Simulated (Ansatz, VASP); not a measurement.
**One calculation of Re, two programs**

```
CELL_PARAMETERS angstrom
2.56772 0.00000 0.00000
-1.28386 2.22371 0.00000
0.00000 0.00000 4.10575
ATOMIC_POSITIONS crystal
Re 0.33333 0.66667 0.25000
Re 0.66667 0.33333 0.75000
```

Change from the starting cell: volume scaled by 0.96, crystal datasets.

Alike in both runs: task electric field gradients; functional PBEsol; k mesh 18 × 18 × 10; occupations fermi-dirac, width 0.05 eV; no spin polarisation.

```csv
,VASP,Ansatz
version,VASP 6.6.1,Ansatz 0.2.0
potentials or method,"VASP PAW PBE potentials, release 64 (Re), cutoff 520 eV","all-electron PAW with datasets made for the crystal, scalar-relativistic"
```

Ansatz gave:

```
pressure (GPa)                                                : 134.0
traceless stress, the component that is largest in VASP (GPa) : 5.93
size of Vzz on the site where it differs most (V/Å²)          : 85.0
```

Problem. Estimate VASP's values.

Solution. Pressure (GPa): 139.2; traceless stress, the component that is largest in VASP (GPa): 5.97; size of Vzz on the site where it differs most (V/Å²): 110.4.

VASP's potentials were made for PBE, not for PBEsol. Both programs put the cell under a high pressure, so it lies far from rest at this level. Ansatz ran all-electron here, and VASP with PAW potentials.

Spin-orbit coupling is off throughout. Noted on VASP's run: the cell as given lies far from equilibrium.
